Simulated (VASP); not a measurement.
# Pd (Fm-3m) in VASP: a series of runs

Runs on Pd. Level: PBE. Tasks: single point.

Everything below comes from runs of VASP 6.6.1. Logs are shortened: lines on timing, memory, paths and dates and some standing lists are left out, and cuts for length are marked.

## 1. The cell of the first run

Symmetry: Fm-3m, No. 225, cubic system. The conventional cell has a = 3.946 Å, b = 3.946 Å, c = 3.946 Å, α = 90.00°, β = 90.00°, γ = 90.00°. Within 3.7 Å of Pd (site symmetry m-3m) lie 12 Pd at 2.79 Å.

## 2. Single point, PBE

The input, INCAR:

```
ALGO = Normal
EDIFF = 1E-7
ENCUT = 520
GGA = PE
ISIF = 2
ISMEAR = -1
LASPH = T
LCHARG = F
LREAL = F
LWAVE = F
NBANDS = 11
NELM = 60
PREC = Accurate
SIGMA = 0.1
```

The input, KPOINTS:

```
k-points
0
Gamma
  16 16 16
```

The input, POSCAR:

```
Pd
1.0
    0.0000000000      1.9730739709      1.9730739709
    1.9730739709      0.0000000000      1.9730739709
    1.9730739709      1.9730739709      0.0000000000
Pd
1
Direct
    0.0000000000      0.0000000000      0.0000000000
```

Potentials or basis: VASP PAW PBE potentials, release 64 (Pd).

The run is started by

```bash
cat potpaw_PBE.64/Pd/POTCAR > POTCAR
mpirun -np 1 vasp_std > vasp.out
```

OUTCAR:

```text
EDIFF = 1E-7
   ENCUT = 520
   GGA = PE
   ISIF = 2
   ISMEAR = -1
   LASPH = T
   LREAL = F
   NELM = 60
   PREC = Accurate

 ion  position               nearest neighbor table
   1  0.000  0.000  0.000-

  LATTYP: Found a face centered cubic cell.
 ALAT       =     3.9461479418

  Lattice vectors:

 A1 = (   0.0000000000,   1.9730739709,   1.9730739709)
 A2 = (   1.9730739709,   0.0000000000,   1.9730739709)
 A3 = (   1.9730739709,   1.9730739709,   0.0000000000)

Analysis of symmetry for initial positions (statically):
=====================================================================
 Subroutine PRICEL returns:
 Original cell was already a primitive cell.

 Routine SETGRP: Setting up the symmetry group for a
 face centered cubic supercell.

 Subroutine GETGRP returns: Found 48 space group operations
 (whereof 48 operations were pure point group operations)
 out of a pool of 48 trial point group operations.

The static configuration has the point symmetry O_h .

Analysis of symmetry for dynamics (positions and initial velocities):
=====================================================================
 Subroutine PRICEL returns:
 Original cell was already a primitive cell.

 Routine SETGRP: Setting up the symmetry group for a
 face centered cubic supercell.

 Subroutine GETGRP returns: Found 48 space group operations
 (whereof 48 operations were pure point group operations)
 out of a pool of 48 trial point group operations.

The dynamic configuration has the point symmetry O_h .

 Subroutine INISYM returns: Found 48 space group operations
 (whereof 48 operations are pure point group operations),
 and found     1 'primitive' translations

----------------------------------------------------------------------------------------

                                     Primitive cell

  volume of cell :      15.3624

  direct lattice vectors                    reciprocal lattice vectors
     0.000000000  1.973073971  1.973073971    -0.253411685  0.253411685  0.253411685
     1.973073971  0.000000000  1.973073971     0.253411685 -0.253411685  0.253411685
     1.973073971  1.973073971  0.000000000     0.253411685  0.253411685 -0.253411685

  length of vectors
     2.790347969  2.790347969  2.790347969     0.438921914  0.438921914  0.438921914

  position of ions in fractional coordinates (direct lattice)
     0.000000000  0.000000000  0.000000000

  ion indices of the primitive-cell ions
   primitive index   ion index
                 1           1

----------------------------------------------------------------------------------------

 KPOINTS: k-points

Automatic generation of k-mesh.
 Grid dimensions read from file:
 generate k-points for:   16   16   16

 Generating k-lattice:

  Cartesian coordinates                     Fractional coordinates (reciprocal lattice)
    -0.015838230  0.015838230  0.015838230     0.062500000  0.000000000  0.000000000
     0.015838230 -0.015838230  0.015838230     0.000000000  0.062500000  0.000000000
     0.015838230  0.015838230 -0.015838230     0.000000000  0.000000000  0.062500000

  Length of vectors
     0.027432620  0.027432620  0.027432620

  Shift w.r.t. Gamma in fractional coordinates (k-lattice)
     0.000000000  0.000000000  0.000000000

 Subroutine IBZKPT returns following result:
 ===========================================

 Found    145 irreducible k-points:

 Following reciprocal coordinates:
            Coordinates               Weight
  0.000000  0.000000  0.000000      1.000000
  0.062500  0.000000  0.000000      8.000000
  0.125000  0.000000  0.000000      8.000000
  0.187500  0.000000  0.000000      8.000000
  0.250000  0.000000  0.000000      8.000000
  0.312500  0.000000  0.000000      8.000000
[... 16 lines left out ...]
 -0.125000  0.062500  0.000000     24.000000
 -0.062500  0.062500  0.000000     12.000000
 [... further k-points ...]
   k-points           NKPTS =    145   k-points in BZ     NKDIM =    145   number of bands    NBANDS=     11
   number of dos      NEDOS =    301   number of ions     NIONS =      1
   total plane-waves  NPLWV =  13824
   dimension x,y,z NGX =    24 NGY =   24 NGZ =   24
   dimension x,y,z NGXF=    48 NGYF=   48 NGZF=   48
   ions per type =               1
   NGX,Y,Z   is equivalent  to a cutoff of  14.30, 14.30, 14.30 a.u.
   NGXF,Y,Z  is equivalent  to a cutoff of  28.60, 28.60, 28.60 a.u.
 SYSTEM =  unknown system
   PREC   = accura    normal or accurate (medium, high low for compatibility)
   ISTART =      0    job   : 0-new  1-cont  2-samecut
   ICHARG =      2    charge: 1-file 2-atom 10-const
   ISPIN  =      1    spin polarized calculation?
   LNONCOLLINEAR =      F non collinear calculations
   LSORBIT =      F    spin-orbit coupling
   LASPH  =      T    aspherical Exc in radial PAW
   ENCUT  =  520.0 eV  38.22 Ry    6.18 a.u.   5.19  5.19  5.19*2*pi/ulx,y,z
   NELM   =     60;   NELMIN=  2; NELMDL= -5     # of ELM steps
   EDIFF  = 0.1E-06   stopping-criterion for ELM
   LREAL  =      F    real-space projection
   EDIFFG = 0.1E-05   stopping-criterion for IOM
   NSW    =      0    number of steps for IOM
   IBRION =     -1    ionic relax: 0-MD 1-quasi-New 2-CG
   NFREE  =      0    steps in history (QN), initial steepest desc. (CG)
   ISIF   =      2    stress and relaxation
   ISYM   =      2    0-nonsym 1-usesym 2-fastsym
   POTIM  = 0.5000    time-step for ionic-motion
   TEBEG  =    0.0;   TEEND  =   0.0 temperature during run
   PSTRESS=    0.0 pullay stress
   NELECT =      10.0000    total number of electrons
   NUPDOWN=      -1.0000    fix difference up-down
   EMIN   =  10.00;   EMAX   =-10.00  energy-range for DOS
   EFERMI =   0.00;   METHOD = LEGACY
   ISMEAR =    -1;   SIGMA  =   0.10  broadening in eV -4-tet -1-fermi 0-gaus
   EFERMI_NEDOS =   21; number of points for ismear=-14 and -15
   IALGO  =     38    algorithm
   IMIX   =      4    mixing-type and parameters
     AMIX     =   0.40;   BMIX     =  1.00
     AMIX_MAG =   1.60;   BMIX_MAG =  1.00
  volume/ion in A,a.u.               =      15.36       103.67
  Fermi-wavevector in a.u.,A,eV,Ry     =   1.418801  2.681145 27.388474  2.012996
  Thomas-Fermi vector in A             =   2.539888
   LORBIT       =      0    0 simple, 1 ext, 2 COOP (PROOUT), +10 PAW based schemes
   GGA     = PE    functional components
[... 5 lines left out ...]
 non-spin polarized calculation
  energy-cutoff  :      520.00
  volume of cell :       15.36
 maximum number of plane-waves:       428
 NGX is ok and might be reduce to    24
   NGX = 11   NGY = 11   NGZ = 11

 number of electron      10.0000000 magnetization

 Free energy of the ion-electron system (eV)
  ---------------------------------------------------
  ext. energy  EPLUGINS =         0.00000000
  ---------------------------------------------------
  free energy    TOTEN  =        -5.25320797 eV

  energy without entropy =       -5.18819642  energy(sigma->0) =       -5.22070220

 E-fermi :   9.1525     XC(G=0): -12.9315

 val. band max:        9.1498920643   @ k =   0.4375   0.3750   0.0000
 cond. band min:       9.1610916784   @ k =  -0.4375   0.3750   0.0000
 fundamental gap:      0.0111996142
 Fermi energy:         9.1524925878

 k-point     1 :       0.0000    0.0000    0.0000
  band No.  band energies     occupation
      1       2.2825      2.00000
      2       6.4586      2.00000
      3       6.4586      2.00000
      4       6.4586      2.00000
      5       7.9623      1.99999
      6       7.9623      1.99999
      7      26.2782      0.00000
      8      30.8205      0.00000
      9      30.8205      0.00000
     10      30.8205      0.00000
     11      35.4433      0.00000

 k-point     2 :       0.0625    0.0000    0.0000
  band No.  band energies     occupation
      1       2.4196      2.00000
      2       6.4119      2.00000
      3       6.5050      2.00000
      4       6.5050      2.00000
      5       7.9406      1.99999
      6       7.9406      1.99999
      7      26.4106      0.00000
      8      29.8886      0.00000
      9      30.9672      0.00000
     10      30.9672      0.00000
     11      35.5777      0.00000

 k-point     3 :       0.1250    0.0000    0.0000
  band No.  band energies     occupation
      1       2.8118      2.00000
      2       6.3023      2.00000
      3       6.6206      2.00000
      4       6.6206      2.00000
      5       7.9016      1.99999
      6       7.9016      1.99999
      7      26.6106      0.00000
      8      28.1624      0.00000
      9      31.3723      0.00000
     10      31.3723      0.00000
     11      35.7194      0.00000

 k-point     4 :       0.1875    0.0000    0.0000
  band No.  band energies     occupation
      1       3.3824      2.00000
      2       6.2337      2.00000
      3       6.7279      2.00000
      4       6.7279      2.00000
      5       7.9270      1.99999
      6       7.9270      1.99999
      7      25.4799      0.00000
      8      27.4462      0.00000
      9      31.9076      0.00000
     10      31.9076      0.00000
     11      34.6335      0.00000

 k-point     5 :       0.2500    0.0000    0.0000
  band No.  band energies     occupation
      1       3.9305      2.00000
      2       6.4327      2.00000
      3       6.7334      2.00000
      4       6.7334      2.00000
      5       8.1074      1.99994
      6       8.1074      1.99994
      7      23.3006      0.00000
      8      27.2353      0.00000
      9      32.2132      0.00000
     10      32.2132      0.00000
     11      34.5358      0.00000

 k-point     6 :       0.3125    0.0000    0.0000
  band No.  band energies     occupation
      1       4.1915      2.00000
      2       6.6436      2.00000
      3       6.6436      2.00000
      4       7.1677      2.00000
      5       8.4178      1.99871
      6       8.4178      1.99871
      7      20.9971      0.00000
      8      26.7118      0.00000
      9      31.6987      0.00000
     10      31.6987      0.00000
     11      34.9059      0.00000

 k-point     7 :       0.3750    0.0000    0.0000
  band No.  band energies     occupation
      1       4.2053      2.00000
      2       6.5305      2.00000
      3       6.5305      2.00000
      4       8.3482      1.99936
      5       8.7488      1.96531
      6       8.7488      1.96531
      7      18.7803      0.00000
      8      26.1489      0.00000
      9      30.7734      0.00000
     10      30.7734      0.00000
     11      35.3004      0.00000

 k-point     8 :       0.4375    0.0000    0.0000
  band No.  band energies     occupation
      1       4.1548      2.00000
      2       6.4458      2.00000
      3       6.4458      2.00000
      4       8.9967      1.65221
      5       8.9967      1.65221
      6       9.5935      0.02402
      7      16.9379      0.00000
      8      25.7587      0.00000
      9      30.0711      0.00000
     10      30.0711      0.00000
     11      35.6642      0.00000
[... 141 lines left out ...]
 k-point    19 :      -0.3750    0.0625    0.0000
  band No.  band energies     occupation
      1       4.2855      2.00000
      2       6.4483      2.00000
      3       6.5578      2.00000
      4       8.0583      1.99996
      5       8.6924      1.98012
      6       9.7663      0.00431
      7      18.1535      0.00000
      8      26.0092      0.00000
      9      29.2228      0.00000
     10      30.8906      0.00000
     11      35.3217      0.00000

 k-point    20 :      -0.3125    0.0625    0.0000
  band No.  band energies     occupation
      1       4.3173      2.00000
      2       6.5616      2.00000
      3       6.6649      2.00000
      4       7.2285      2.00000
      5       8.3224      1.99950
      6       9.0641      1.41524
      7      20.3067      0.00000
      8      26.4738      0.00000
      9      29.7678      0.00000
     10      32.2964      0.00000
     11      34.3866      0.00000

 k-point    21 :      -0.2500    0.0625    0.0000
  band No.  band energies     occupation
      1       4.1682      2.00000
      2       6.4097      2.00000
      3       6.7426      2.00000
      4       6.7784      2.00000
      5       7.9612      1.99999
      6       8.5748      1.99383
      7      22.6137      0.00000
      8      26.9795      0.00000
      9      30.4590      0.00000
     10      33.3712      0.00000
     11      33.9240      0.00000

 k-point    22 :      -0.1875    0.0625    0.0000
  band No.  band energies     occupation
      1       3.6945      2.00000
      2       6.1427      2.00000
      3       6.7811      2.00000
      4       6.8106      2.00000
      5       7.7389      2.00000
      6       8.2314      1.99980
      7      24.8700      0.00000
      8      27.2833      0.00000
      9      30.7525      0.00000
     10      33.2620      0.00000
     11      33.2777      0.00000

 k-point    23 :      -0.1250    0.0625    0.0000
  band No.  band energies     occupation
      1       3.1025      2.00000
      2       6.1904      2.00000
      3       6.7045      2.00000
      4       6.7281      2.00000
      5       7.7336      2.00000
      6       8.0508      1.99997
      7      26.5945      0.00000
      8      27.5647      0.00000
      9      30.5378      0.00000
     10      32.3216      0.00000
     11      34.5169      0.00000

 k-point    24 :      -0.0625    0.0625    0.0000
  band No.  band energies     occupation
      1       2.6426      2.00000
      2       6.3219      2.00000
      3       6.5691      2.00000
      4       6.6043      2.00000
      5       7.8379      2.00000
      6       7.9857      1.99998
      7      26.5964      0.00000
      8      29.0005      0.00000
      9      30.5487      0.00000
     10      31.5267      0.00000
     11      36.0916      0.00000

 [... further k-points ...]
[... 5 lines left out ...]
  --------------------------------------------------------------------------------------
  -------------------------------------------------------------------------------------
  Total       -0.0273020     -0.0273020     -0.0273020     -0.0000000      0.0000000      0.0000000
  in kB       -2.8473727     -2.8473727     -2.8473727     -0.0000000      0.0000000      0.0000000
  external PRESSURE =      -2.8473727 kB  Pullay stress =       0.0000000 kB

 VOLUME and BASIS-vectors are now :
 -----------------------------------------------------------------------------
  energy-cutoff  :      520.00
  volume of cell :       15.36
      direct lattice vectors                 reciprocal lattice vectors
     0.000000000  1.973073971  1.973073971    -0.253411685  0.253411685  0.253411685
     1.973073971  0.000000000  1.973073971     0.253411685 -0.253411685  0.253411685
     1.973073971  1.973073971  0.000000000     0.253411685  0.253411685 -0.253411685

 POSITION                                       TOTAL-FORCE (eV/Angst)
 -----------------------------------------------------------------------------------
      0.00000      0.00000      0.00000         0.000000     -0.000000      0.000000
 -----------------------------------------------------------------------------------
    total drift:                               -0.000000      0.000000      0.000000

  FREE ENERGIE OF THE ION-ELECTRON SYSTEM (eV)
  ---------------------------------------------------
  free  energy   TOTEN  =        -5.2532079741 eV

  energy  without entropy=       -5.1881964167  energy(sigma->0) =       -5.22070220
```

It took 11 s on 1 thread of Intel Xeon 6975P-C (Granite Rapids), shared host; peak memory 0.15 GiB.

What came out:

```yaml
Free_energy: -5.2532 eV
Pressure: -0.3 GPa
Band_gap_on_the_k_mesh: zero (band 5 reaches 9.39 eV, above the bottom of band 6 at 7.90 eV)
```

Levels at points of the mesh, in eV from the Fermi level:
| k point | band 2 | band 3 | band 4 | band 5 | band 6 | band 7 | band 8 | band 9 |
| --- | --- | --- | --- | --- | --- | --- | --- | --- |
| (0.00, 0.00, 0.00) | -2.69 | -2.69 | -2.69 | -1.19 | -1.19 | 17.13 | 21.67 | 21.67 |
| (0.50, 0.00, 0.00) | -2.74 | -2.74 | -0.06 | -0.06 | 1.06 | 6.97 | 16.47 | 20.67 |
| (0.50, 0.50, 0.00) | -4.82 | -0.09 | 0.23 | 0.23 | 3.31 | 10.32 | 12.95 | 12.95 |

## 3. Single point, PBE

The input, INCAR:

```
SYSTEM = Pd
  PREC = Accurate
  ENCUT = 520
  EDIFF = 1E-6
  ISMEAR = -1
  SIGMA = 0.1
  LREAL = .FALSE.
  LASPH = .TRUE.
  NELM = 80
  ALGO = Normal
  ISIF = 2
  LWAVE = .FALSE.
  LCHARG = .FALSE.
  GGA = PE
  NBANDS = 11
```

The input, KPOINTS:

```
Automatic mesh
0
G
  16 16 16
  0 0 0
```

POSCAR is that of step 2.

Potentials or basis: VASP PAW PBE potentials, release 64 (Pd).

The run is started by

```bash
cat potpaw_PBE.64/Pd/POTCAR > POTCAR
mpirun -np 1 vasp_std > vasp.out
```

Wall time 24 s (1 thread of Intel Xeon 8259CL, shared host); peak memory 0.16 GiB.

Results (log left out):

```
Free energy            : -5.2532 eV
Pressure               : -0.3 GPa
Band gap on the k mesh : zero (band 5 reaches 9.39 eV, above the bottom of band 6 at 7.90 eV)
```

Levels at points of the mesh, in eV from the Fermi level:
| k point | band 2 | band 3 | band 4 | band 5 | band 6 | band 7 | band 8 | band 9 |
| --- | --- | --- | --- | --- | --- | --- | --- | --- |
| (0.00, 0.00, 0.00) | -2.69 | -2.69 | -2.69 | -1.19 | -1.19 | 17.13 | 21.67 | 21.67 |
| (0.50, 0.00, 0.00) | -2.74 | -2.74 | -0.06 | -0.06 | 1.06 | 6.97 | 16.47 | 20.67 |
| (0.50, 0.50, 0.00) | -4.82 | -0.09 | 0.23 | 0.23 | 3.31 | 10.32 | 12.95 | 12.95 |
